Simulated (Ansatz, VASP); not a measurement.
# SrO: VASP beside Ansatz

```
Sr O
1.0
     0.00000    2.58054    2.58054
     2.58054    0.00000    2.58054
     2.58054    2.58054    0.00000
Sr O
1 1
Direct
  0.50000 0.50000 0.50000
  0.00000 0.00000 0.00000
```

Alike in both runs: task relaxation of the atoms; functional r2SCAN; k mesh 10 × 10 × 10; occupations fermi-dirac, width 0.02 eV; no spin polarisation.

|  | VASP | Ansatz |
| --- | --- | --- |
| version | VASP 6.6.1 | Ansatz 0.2.0 |
| potentials or method | VASP PAW PBE potentials, release 64 (Sr_sv, O), cutoff 520 eV | PAW plane waves |
| valence electrons in the cell | 16 | 16 |

```csv
,VASP,Ansatz,Ansatz less VASP
"gap on the k mesh at the Fermi level, each at its own relaxed structure (eV)",3.75,3.80,+0.051
```

VASP's potentials were made for PBE, not for r2SCAN. Ansatz's warnings: stress scf threshold loose.

Noted on VASP's run: the relaxation stopped at its first step, so nothing moved.
